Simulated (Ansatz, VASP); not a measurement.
One calculation of BaTiO3, two programs

File INCAR:

```
PREC     = Accurate       # precision mode
ENCUT    = 520            # plane-wave cutoff, eV
EDIFF    = 1E-6           # SCF threshold, eV
ISMEAR   = 0              # smearing method
SIGMA    = 0.05           # smearing width, eV
LREAL    = False          # projectors in reciprocal space
LASPH    = True           # aspherical terms in the spheres
NELM     = 60             # most SCF steps
ALGO     = Normal         # electronic algorithm
ISIF     = 2              # what is computed and relaxed
LWAVE    = False          # write WAVECAR
LCHARG   = False          # write CHGCAR
GGA      = PE             # functional
NBANDS   = 28             # bands
```

Contents of KPOINTS:

```
regular mesh
0
Gamma
  6 6 6
```

The input POSCAR:

```
BaTiO3
1.0
    2.8630706910      1.6529946342      2.3563003940
   -2.8630706910      1.6529946342      2.3563003940
    0.0000000000     -3.3059892684      2.3563003940
Ba Ti O
1 1 3
Direct
   -0.0587045955     -0.0587045955     -0.0587045955
    0.5191875227      0.5191875227      0.5191875227
    0.4883938465      0.4883938465      0.9777702638
    0.4883938465      0.9777702638      0.4883938465
    0.9777702638      0.4883938465      0.4883938465
```

Input for Ansatz:

```yaml
crystal:
  lattice:
    - [2.863070691, 1.6529946342, 2.356300394]
    - [-2.863070691, 1.6529946342, 2.356300394]
    - [0.0, -3.3059892684, 2.356300394]
  atoms:
    - { symbol: Ba, position: [-0.0587045955, -0.0587045955, -0.0587045955] }
    - { symbol: Ti, position: [0.5191875227, 0.5191875227, 0.5191875227] }
    - { symbol: O, position: [0.4883938465, 0.4883938465, 0.9777702638] }
    - { symbol: O, position: [0.4883938465, 0.9777702638, 0.4883938465] }
    - { symbol: O, position: [0.9777702638, 0.4883938465, 0.4883938465] }
basis:
  ecutwfc: 420
kpoints:
  mp_grid: { grid: [6, 6, 6] }
hamiltonian:
  xc: pbe
scf:
  occupations: { method: gaussian, width: 0.05 }
output:
  forces: true
  stress: true
  eigenvalues: true
```

Alike in both runs: task single point; functional PBE; k mesh 6 × 6 × 6; occupations gaussian, width 0.05 eV; no spin polarisation.

```csv
,VASP,Ansatz
version,VASP 6.6.1,Ansatz 0.2.0
potentials or method,"VASP PAW PBE potentials, release 64 (Ba_sv, Ti_sv, O), cutoff 520 eV","scalar-relativistic, plane waves, PAW"
valence electrons in the cell,40,40
```

VASP gave:

```
gap on the k mesh at the Fermi level (eV)                     : 2.52
least direct gap on the mesh (eV)                             : 3.07
pressure (GPa)                                                : 5.8
traceless stress, the component that is largest in VASP (GPa) : 6.19
rms of the force components (eV/Å)                            : 0.965
```

Q: Which values does Ansatz return?

A: gap on the k mesh at the Fermi level (eV): 2.55; least direct gap on the mesh (eV): 3.07; pressure (GPa): 3.9; traceless stress, the component that is largest in VASP (GPa): 5.92; rms of the force components (eV/Å): 0.889.

Atom by atom the forces differ by 0.094 eV/Å (rms over components).

Spin-orbit coupling is off throughout.
